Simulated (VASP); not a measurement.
## Cu10CO: single point with PBE+D3(BJ)

The system is Cu10CO, a slab with vacuum.

```
Cu O C
1.0
     5.03783    0.00000    0.00000
     0.00000    3.56228    0.00000
     0.00000    0.00000   23.76958
Cu O C
10 1 1
Direct
  0.25000 0.50000 0.16828
  0.75000 0.50000 0.16828
  0.00000 0.00000 0.22127
  0.50000 0.00000 0.22127
  0.25000 0.50000 0.27459
  0.75000 0.50000 0.27459
  0.00000 0.00000 0.32966
  0.50000 0.00000 0.32966
  0.25000 0.50000 0.37946
  0.75000 0.50000 0.37946
  0.41667 0.75000 0.49305
  0.41667 0.75000 0.54143
```

```json
{"Program": "VASP 6.6.1", "Task": "single point", "Functional": "PBE", "Dispersion": "D3(BJ)", "Potentials or basis": "VASP PAW PBE potentials, release 64 (Cu, O, C)", "Cutoff": "520 eV", "k mesh": "5 × 8 × 1", "Occupations": "gaussian, width 0.1 eV", "Spin": "no spin polarisation", "Dipole correction": "yes", "Further INCAR settings": "ALGO = Normal; EDIFF = 1e-06; NBANDS = 72"}
```

The largest force is 0.698 eV/Å. The band gap on the k mesh is zero (bands 60 and 61 overlap by 0.32 eV). The dispersion energy per atom is -0.344 eV.

Forces in eV/Å, atoms in the order of the input:
```
Cu  -0.003  0.001  0.198
Cu   0.003  0.000  0.193
Cu  -0.003  0.000 -0.300
Cu   0.003  0.000 -0.310
Cu   0.005  0.001  0.010
Cu  -0.005  0.005 -0.003
Cu  -0.003  0.006  0.068
Cu   0.006  0.014  0.030
Cu  -0.039 -0.021  0.005
Cu   0.045 -0.017  0.012
O   -0.009  0.015  0.698
C    0.001 -0.001 -0.600
```

Levels at points of the mesh, in eV from the Fermi level:
```
           k point  band 58  band 59  band 60  band 61  band 62  band 63
(0.00, 0.00, 0.00)    -1.25    -0.05     0.05     0.56     0.73     0.92
(0.00, 0.50, 0.00)    -1.39    -1.17    -0.32     0.21     0.44     0.88
```

Wall time 27 min on 1 thread of Intel(R) Xeon(R) Platinum 8259CL CPU @ 2.50GHz (Skylake/Cascade Lake), with other jobs on the host, peak memory 0.79 GiB.

With open d or f shells a metallic result of PBE can be an artefact of self-interaction; +U or a hybrid may open a gap.
